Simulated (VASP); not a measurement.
# PtS2 (P3m1) in VASP: further runs

The runs below take PtS2 through single point, with PBE.

All numbers are computed with VASP 6.6.1; they aren't measurements. Logs are shortened: lines on timing, memory, paths and dates and some standing lists are left out, and cuts for length are marked.

## (1) The cell of the first run

Symmetry: P3m1, No. 156, trigonal system. Conventional cell: a = 3.543 Å, b = 3.543 Å, c = 5.039 Å, α = 90.00°, β = 90.00°, γ = 120.00°. Pt (site symmetry 3m) has 6 S at 2.33 to 2.40 Å within 3.1 Å. S (site symmetry 3m) has 3 Pt at 2.33 Å and 3 S at 3.13 Å within 3.2 Å. S (site symmetry 3m) has 3 Pt at 2.40 Å and 3 S at 3.13 Å within 3.2 Å.

## (2) Single point, PBE (atom 2 (S) moved by (+0.000, -0.150) A along [1 1 0] and z)

INCAR reads:

```
SYSTEM = PtS2
  ALGO = Normal
  EDIFF = 1E-7
  ENCUT = 520
  GGA = PE
  ISIF = 2
  ISMEAR = 0
  LASPH = .True.
  LCHARG = .False.
  LREAL = .False.
  LWAVE = .False.
  NBANDS = 18
  NELM = 100
  PREC = Accurate
  SIGMA = 0.05
```

KPOINTS reads:

```
k-points
0
Gamma
  12 12 8
  0 0 0
```

POSCAR reads:

```
PtS2
1.0
    3.5431994758      0.0000000000      0.0000000000
   -1.7715997379      3.0685007567      0.0000000000
    0.0000000000      0.0000000000      5.0388000000
Pt S
1 2
Direct
    0.0000000000      0.0000000000      0.0000000000
    0.3333333333      0.6666666667      0.2202310074
    0.6666666667      0.3333333333      0.7500000000
```

Potentials or basis: VASP PAW PBE potentials, release 64 (Pt, S).

Run with:

```sh
$ cat potpaw_PBE.64/Pt/POTCAR potpaw_PBE.64/S/POTCAR > POTCAR
$ mpirun -np 1 vasp_std > vasp.out
```

OUTCAR:

```text
SYSTEM = PtS2
   EDIFF = 1E-7
   ENCUT = 520
   GGA = PE
   ISIF = 2
   ISMEAR = 0
   LASPH = .True.
   LREAL = .False.
   NELM = 100
   PREC = Accurate

 ion  position               nearest neighbor table
   1  0.000  0.000  0.000-   2 2.33   2 2.33   2 2.33   3 2.40   3 2.40   3 2.40
   2  0.333  0.667  0.220-   1 2.33   1 2.33   1 2.33
   3  0.667  0.333  0.750-   1 2.40   1 2.40   1 2.40

  LATTYP: Found a hexagonal cell.
 ALAT       =     3.5431994758
 C/A-ratio  =     1.4221045229

  Lattice vectors:

 A1 = (   3.5431994758,   0.0000000000,   0.0000000000)
 A2 = (  -1.7715997379,   3.0685007567,   0.0000000000)
 A3 = (   0.0000000000,   0.0000000000,   5.0388000000)

Analysis of symmetry for initial positions (statically):
=====================================================================
 Subroutine PRICEL returns:
 Original cell was already a primitive cell.

 Routine SETGRP: Setting up the symmetry group for a
 hexagonal supercell.

 Subroutine GETGRP returns: Found  6 space group operations
 (whereof  6 operations were pure point group operations)
 out of a pool of 24 trial point group operations.

The static configuration has the point symmetry C_3v.

Analysis of symmetry for dynamics (positions and initial velocities):
=====================================================================
 Subroutine PRICEL returns:
 Original cell was already a primitive cell.

 Routine SETGRP: Setting up the symmetry group for a
 hexagonal supercell.

 Subroutine GETGRP returns: Found  6 space group operations
 (whereof  6 operations were pure point group operations)
 out of a pool of 24 trial point group operations.

The dynamic configuration has the point symmetry C_3v.

 Subroutine INISYM returns: Found  6 space group operations
 (whereof  6 operations are pure point group operations),
 and found     1 'primitive' translations

----------------------------------------------------------------------------------------

                                     Primitive cell

  volume of cell :      54.7834

  direct lattice vectors                    reciprocal lattice vectors
     3.543199476  0.000000000  0.000000000     0.282230794  0.162946025  0.000000000
    -1.771599738  3.068500757  0.000000000     0.000000000  0.325892049  0.000000000
     0.000000000  0.000000000  5.038800000     0.000000000  0.000000000  0.198459951

  length of vectors
     3.543199476  3.543199476  5.038800000     0.325892049  0.325892049  0.198459951

  position of ions in fractional coordinates (direct lattice)
     0.000000000  0.000000000  0.000000000
     0.333333333  0.666666667  0.220231007
     0.666666667  0.333333333  0.750000000

  ion indices of the primitive-cell ions
   primitive index   ion index
                 1           1
                 2           2
                 3           3

----------------------------------------------------------------------------------------

 KPOINTS: k-points

Automatic generation of k-mesh.
 Grid dimensions read from file:
 generate k-points for:   12   12    8

 Generating k-lattice:

  Cartesian coordinates                     Fractional coordinates (reciprocal lattice)
     0.023519233  0.013578835  0.000000000     0.083333333  0.000000000  0.000000000
     0.000000000  0.027157671  0.000000000     0.000000000  0.083333333  0.000000000
     0.000000000  0.000000000  0.024807494     0.000000000  0.000000000  0.125000000

  Length of vectors
     0.027157671  0.027157671  0.024807494

  Shift w.r.t. Gamma in fractional coordinates (k-lattice)
     0.000000000  0.000000000  0.000000000

 Subroutine IBZKPT returns following result:
 ===========================================

 Found    131 irreducible k-points:

 Following reciprocal coordinates:
            Coordinates               Weight
  0.000000  0.000000  0.000000      1.000000
  0.083333  0.000000  0.000000      6.000000
  0.166667  0.000000  0.000000      6.000000
  0.250000 -0.000000  0.000000      6.000000
  0.333333 -0.000000  0.000000      6.000000
  0.416667 -0.000000  0.000000      6.000000
[... 16 lines left out ...]
  0.166667  0.000000  0.125000      6.000000
  0.000000  0.166667  0.125000      6.000000
 [... further k-points ...]
   k-points           NKPTS =    131   k-points in BZ     NKDIM =    131   number of bands    NBANDS=     18
   number of dos      NEDOS =    301   number of ions     NIONS =      3
   total plane-waves  NPLWV =  31360
   dimension x,y,z NGX =    28 NGY =   28 NGZ =   40
   dimension x,y,z NGXF=    56 NGYF=   56 NGZF=   80
   ions per type =               1   2
   NGX,Y,Z   is equivalent  to a cutoff of  13.14, 13.14, 13.20 a.u.
   NGXF,Y,Z  is equivalent  to a cutoff of  26.28, 26.28, 26.39 a.u.
 SYSTEM =  PtS2
   PREC   = accura    normal or accurate (medium, high low for compatibility)
   ISTART =      0    job   : 0-new  1-cont  2-samecut
   ICHARG =      2    charge: 1-file 2-atom 10-const
   ISPIN  =      1    spin polarized calculation?
   LNONCOLLINEAR =      F non collinear calculations
   LSORBIT =      F    spin-orbit coupling
   LASPH  =      T    aspherical Exc in radial PAW
   ENCUT  =  520.0 eV  38.22 Ry    6.18 a.u.   6.59  6.59  9.37*2*pi/ulx,y,z
   NELM   =    100;   NELMIN=  2; NELMDL= -5     # of ELM steps
   EDIFF  = 0.1E-06   stopping-criterion for ELM
   LREAL  =      F    real-space projection
   EDIFFG = 0.1E-05   stopping-criterion for IOM
   NSW    =      0    number of steps for IOM
   IBRION =     -1    ionic relax: 0-MD 1-quasi-New 2-CG
   NFREE  =      0    steps in history (QN), initial steepest desc. (CG)
   ISIF   =      2    stress and relaxation
   ISYM   =      2    0-nonsym 1-usesym 2-fastsym
   POTIM  = 0.5000    time-step for ionic-motion
   TEBEG  =    0.0;   TEEND  =   0.0 temperature during run
   PSTRESS=    0.0 pullay stress
   NELECT =      22.0000    total number of electrons
   NUPDOWN=      -1.0000    fix difference up-down
   EMIN   =  10.00;   EMAX   =-10.00  energy-range for DOS
   EFERMI =   0.00;   METHOD = LEGACY
   ISMEAR =     0;   SIGMA  =   0.05  broadening in eV -4-tet -1-fermi 0-gaus
   EFERMI_NEDOS =   21; number of points for ismear=-14 and -15
   IALGO  =     38    algorithm
   IMIX   =      4    mixing-type and parameters
     AMIX     =   0.40;   BMIX     =  1.00
     AMIX_MAG =   1.60;   BMIX_MAG =  1.00
  volume/ion in A,a.u.               =      18.26       123.23
  Fermi-wavevector in a.u.,A,eV,Ry     =   1.207812  2.282434 19.848319  1.458810
  Thomas-Fermi vector in A             =   2.343439
   LORBIT       =      0    0 simple, 1 ext, 2 COOP (PROOUT), +10 PAW based schemes
   GGA     = PE    functional components
   LHFCALC =     F    Hartree Fock is set to
   AEXX    =    0.0000 exact exchange contribution
   IVDW    =     0    specifies the selected vdW correction
   LEPSILON=     F    determine dielectric tensor
   LRPA    =     F    only Hartree local field effects (RPA)
 non-spin polarized calculation
 Gauss-broadening in eV      SIGMA  =   0.05
  energy-cutoff  :      520.00
  volume of cell :       54.78
 maximum number of plane-waves:      1507
 NGX is ok and might be reduce to    28
   NGX = 13   NGY = 13   NGZ = 19

 number of electron      22.0000001 magnetization

 Free energy of the ion-electron system (eV)
  ---------------------------------------------------
  ext. energy  EPLUGINS =         0.00000000
  ---------------------------------------------------
  free energy    TOTEN  =       -15.29038748 eV

  energy without entropy =      -15.29038748  energy(sigma->0) =      -15.29038748

 E-fermi :   7.0270     XC(G=0): -10.6192

 val. band max:        6.8022224139   @ k =   0.0000   0.1667   0.1250
 cond. band min:       7.5050270353   @ k =   0.3333   0.3333   0.0000
 fundamental gap:      0.7028046214
 Fermi energy:         7.0269875067

 k-point     1 :       0.0000    0.0000    0.0000
  band No.  band energies     occupation
      1      -8.6659      2.00000
      2      -5.5845      2.00000
      3      -0.1869      2.00000
      4      -0.0737      2.00000
      5      -0.0737      2.00000
      6       2.8551      2.00000
[... 10 lines left out ...]
     17      14.7375      0.00000
     18      19.0488      0.00000

 k-point     2 :       0.0833    0.0000    0.0000
  band No.  band energies     occupation
      1      -8.5750      2.00000
      2      -5.6351      2.00000
      3      -0.1127      2.00000
      4      -0.0128      2.00000
      5       0.0136      2.00000
      6       2.7278      2.00000
[... 10 lines left out ...]
     17      15.0272      0.00000
     18      18.1945      0.00000

 k-point     3 :       0.1667    0.0000    0.0000
  band No.  band energies     occupation
      1      -8.3122      2.00000
      2      -5.7696      2.00000
      3       0.0725      2.00000
      4       0.1545      2.00000
      5       0.2860      2.00000
      6       2.3084      2.00000
[... 10 lines left out ...]
     17      15.7275      0.00000
     18      16.8233      0.00000

 k-point     4 :       0.2500   -0.0000    0.0000
  band No.  band energies     occupation
      1      -7.9106      2.00000
      2      -5.9471      2.00000
      3       0.2551      2.00000
      4       0.3776      2.00000
      5       0.7481      2.00000
      6       1.6419      2.00000
[... 375 lines left out ...]
      4      -0.0163      2.00000
      5       0.1921      2.00000
      6       2.7114      2.00000
[... 10 lines left out ...]
     17      15.1628      0.00000
     18      17.7391      0.00000

 k-point    23 :       0.1667    0.0000    0.1250
  band No.  band energies     occupation
      1      -8.2700      2.00000
      2      -5.8642      2.00000
      3       0.0426      2.00000
      4       0.1703      2.00000
      5       0.4367      2.00000
      6       2.3432      2.00000
[... 10 lines left out ...]
     17      15.3937      0.00000
     18      16.6365      0.00000

 k-point    24 :       0.0000    0.1667    0.1250
  band No.  band energies     occupation
      1      -8.2757      2.00000
      2      -5.8446      2.00000
      3      -0.0910      2.00000
      4       0.1424      2.00000
      5       0.5689      2.00000
      6       2.2505      2.00000
[... 10 lines left out ...]
     17      16.0422      0.00000
     18      16.3755      0.00000

 [... further k-points ...]
[... 5 lines left out ...]
  --------------------------------------------------------------------------------------
  -------------------------------------------------------------------------------------
  Total        2.8871720      2.8871720      2.2545154      0.0000000     -0.0000000      0.0000000
  in kB       84.4372901     84.4372901     65.9348206      0.0000000     -0.0000000      0.0000000
  external PRESSURE =      78.2698002 kB  Pullay stress =       0.0000000 kB

 VOLUME and BASIS-vectors are now :
 -----------------------------------------------------------------------------
  energy-cutoff  :      520.00
  volume of cell :       54.78
      direct lattice vectors                 reciprocal lattice vectors
     3.543199476  0.000000000  0.000000000     0.282230794  0.162946025  0.000000000
    -1.771599738  3.068500757  0.000000000     0.000000000  0.325892049  0.000000000
     0.000000000  0.000000000  5.038800000     0.000000000  0.000000000  0.198459951

 POSITION                                       TOTAL-FORCE (eV/Angst)
 -----------------------------------------------------------------------------------
      0.00000      0.00000      0.00000        -0.000000      0.000000     -1.488668
     -0.00000      2.04567      1.10970         0.000000      0.000000      1.413390
      1.77160      1.02283      3.77910        -0.000000      0.000000      0.075278
 -----------------------------------------------------------------------------------
    total drift:                               -0.000000      0.000000     -0.000033

  FREE ENERGIE OF THE ION-ELECTRON SYSTEM (eV)
  ---------------------------------------------------
  free  energy   TOTEN  =       -15.2903874837 eV

  energy  without entropy=      -15.2903874837  energy(sigma->0) =      -15.29038748
```

Wall time 52 s (1 thread of AMD EPYC 9R45 (Zen 5), shared host); peak memory 0.24 GiB.

What came out:

* Free energy: -15.2904 eV
* Pressure: 7.8 GPa
* Largest force: 1.489 eV/Å
* Band gap on the k mesh: 0.70 eV (least direct gap 0.87 eV)

Forces on the atoms (eV/Å):
```
Pt   0.000  0.000 -1.489
S    0.000  0.000  1.413
S    0.000  0.000  0.075
```

Stress tensor (GPa, compression positive):
```
8.44 0.00 0.00
0.00 8.44 0.00
0.00 0.00 6.59
```

Caveat: the cell differs from its parent crystal (atom 2 (S) moved by (+0.000, -0.150) A along [1 1 0] and z); the cell stands under pressure; spin-orbit coupling is left out, which moves the levels of the heavy elements; forces of over 1 eV/Å act on the atoms, so gaps and moduli don't describe the material at rest.

## (3) Single point, PBE (atom 2 (S) moved by (+0.000, +0.150) A along [1 1 0] and z)

INCAR reads:

```
SYSTEM = PtS2
PREC = Accurate
ENCUT = 520
EDIFF = 1E-6
ISMEAR = 0
SIGMA = 0.05
LREAL = .FALSE.
LASPH = .TRUE.
NELM = 80
ALGO = Normal
ISIF = 2
LWAVE = .FALSE.
LCHARG = .FALSE.
GGA = PE
NBANDS = 18
```

KPOINTS reads:

```
regular mesh
0
G
  12 12 8
  0 0 0
```

Changes to POSCAR since step 2:

```diff
@@ -9,3 +9,3 @@
     0.0000000000      0.0000000000      0.0000000000
-    0.3333333333      0.6666666667      0.2202310074
+    0.3333333333      0.6666666667      0.2797689926
     0.6666666667      0.3333333333      0.7500000000
```

Potentials or basis: VASP PAW PBE potentials, release 64 (Pt, S).

Run with:

```sh
$ cat potpaw_PBE.64/Pt/POTCAR potpaw_PBE.64/S/POTCAR > POTCAR
$ mpirun -np 1 vasp_std > vasp.out
```

Run time: 48 s. Hardware: 1 thread of AMD EPYC 9R45 (Zen 5), shared host; peak memory 0.24 GiB.

It converged, with:

```
Free energy            : -15.2018 eV
Pressure               : -2.6 GPa
Largest force          : 1.717 eV/Å
Band gap on the k mesh : 0.11 eV (least direct gap 0.69 eV)
```

Forces on the atoms (eV/Å):
```
Pt   0.000  0.000  1.099
S    0.000  0.000 -1.717
S    0.000  0.000  0.619
```

Stress tensor (GPa, compression positive):
```
-0.96  0.00  0.00
 0.00 -0.96  0.00
 0.00  0.00 -5.93
```

Levels at points of the mesh, in eV from the valence-band top:
```
           k point  band 9  band 10  band 11  band 12  band 13  band 14
(0.00, 0.00, 0.00)   -1.12    -1.12     0.00     1.27     1.27     4.31
(0.50, 0.00, 0.00)   -3.09    -2.98    -2.52     0.84     2.09     5.24
(0.00, 0.00, 0.50)   -1.56    -1.56    -1.53     2.10     2.10     5.49
(0.50, 0.00, 0.50)   -2.66    -2.44    -1.56     0.85     1.77     4.59
```

Caveat: the cell differs from its parent crystal (atom 2 (S) moved by (+0.000, +0.150) A along [1 1 0] and z); spin-orbit coupling is left out, which moves the levels of the heavy elements; forces of over 1 eV/Å act on the atoms, so gaps and moduli don't describe the material at rest.
